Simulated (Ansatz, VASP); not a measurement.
## CsI: VASP beside Ansatz

INCAR

```
  PREC = Accurate
  ENCUT = 500
  EDIFF = 1E-6
  ISMEAR = 0
  SIGMA = 0.05
  LREAL = False
  LASPH = True
  NELM = 120
  ALGO = Normal
  ISIF = 2
  LWAVE = False
  LCHARG = True
  GGA = PE
  LELF = True
  LVHAR = True
  NBANDS = 15
  GGA_COMPAT = False
```

The input KPOINTS:

```
Automatic mesh
0
Gamma
  6 6 6
```

POSCAR

```
CsI
1.0
    4.5667000000      0.0000000000      0.0000000000
    0.0000000000      4.5667000000      0.0000000000
    0.0000000000      0.0000000000      4.5438665000
Cs I
1 1
Direct
    0.0000000000      0.0000000000      0.0000000000
    0.5000000000      0.5000000000      0.5000000000
```

Input for Ansatz:

```yaml
crystal:
  lattice:
    - [4.5667, 0.0, 0.0]
    - [0.0, 4.5667, 0.0]
    - [0.0, 0.0, 4.5438665]
  atoms:
    - { symbol: Cs, position: [0.0, 0.0, 0.0] }
    - { symbol: I, position: [0.5, 0.5, 0.5] }
basis:
  ecutwfc: 420
kpoints:
  mp_grid: { grid: [6, 6, 6] }
hamiltonian:
  xc: pbe
scf:
  occupations: { method: gaussian, width: 0.05 }
output:
  forces: true
  stress: true
  eigenvalues: true
```

Change from the starting cell: strain -0.0050 x Voigt [0, 0, 1, 0, 0, 0], atoms carried along.

Alike in both runs: task single point; functional PBE; k mesh 6 × 6 × 6; occupations gaussian, width 0.05 eV; no spin polarisation.

|  | VASP | Ansatz |
| --- | --- | --- |
| version | VASP 6.6.1 | Ansatz 0.2.0 |
| potentials or method | VASP PAW PBE potentials, release 64 (Cs_sv, I), cutoff 500 eV | scalar-relativistic, plane waves, PAW |
| valence electrons in the cell | 16 | 26 |

Ansatz gave:

- gap on the k mesh at the Fermi level (eV): 3.89
- least direct gap on the mesh (eV): 3.97
- pressure (GPa): 0.8
- traceless stress, the component that is largest in VASP (GPa): 0.06

Problem. Estimate VASP's values.

Solution. gap on the k mesh at the Fermi level (eV): 3.88; least direct gap on the mesh (eV): 3.96; pressure (GPa): 0.9; traceless stress, the component that is largest in VASP (GPa): 0.06.

With one functional, cell and mesh, what is left measures potentials, basis and numerics. VASP's potentials hold 16 valence electrons a cell and Ansatz's 26, so a difference there can come from the potentials and not from the codes.

Neither program's run includes spin-orbit coupling.
